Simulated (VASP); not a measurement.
A run of VASP 6.6.1 is set up as follows.

The input INCAR:

```
SYSTEM = InGa2N3
PREC     = Accurate       ! precision mode
ENCUT    = 600            ! plane-wave cutoff, eV
EDIFF    = 1E-6           ! SCF threshold, eV
ISMEAR   = 0              ! smearing method
SIGMA    = 0.1            ! smearing width, eV
LREAL    = .False.        ! projectors in reciprocal space
LASPH    = .True.         ! aspherical terms in the spheres
NELM     = 80             ! most SCF steps
ALGO     = Normal         ! electronic algorithm
ISIF     = 3              ! what is computed and relaxed
LWAVE    = .False.        ! write WAVECAR
LCHARG   = .False.        ! write CHGCAR
GGA      = PE             ! functional
IBRION   = 2              ! ionic algorithm
NSW      = 100            ! ionic steps
EDIFFG   = -0.01          ! ionic threshold
```

Contents of KPOINTS:

```
Automatic mesh
0
Gamma
  12 12 4
  0 0 0
```

The input POSCAR:

```
InGa2N3
1.0
    3.0164883020      0.0000000000      0.0000000000
    0.0000000000      3.0164883020      0.0000000000
    0.0000000000      0.0000000000      9.5811907468
In Ga N
1 2 3
Direct
    0.5000000000      0.5000000000      0.0000000000
    0.5000000000      0.0000000000      0.6051154834
    0.0000000000      0.5000000000      0.3948845166
    0.5000000000      0.0000000000      0.3865717808
    0.0000000000      0.5000000000      0.6134282192
    0.0000000000      0.0000000000      0.0000000000
```

Potentials or basis: VASP PAW PBE potentials, release 64 (In_d, Ga_d, N).

The run is started by

```sh
$ cat potpaw_PBE.64/In_d/POTCAR potpaw_PBE.64/Ga_d/POTCAR potpaw_PBE.64/N/POTCAR > POTCAR
$ mpirun -np 1 vasp_std > vasp.out
```

(1) Predict the space group after relaxing (to 0.1 Å).

(2) What does it give for the relaxed volume?

(3) Estimate the band gap on the k mesh.

Answers

(1) P-4m2 (No. 115).

(2) 14.56 Å³/atom.

(3) zero (bands 27 and 28 overlap by 0.95 eV).

Caveat: spin-orbit coupling is left out, which moves the levels of the heavy elements.
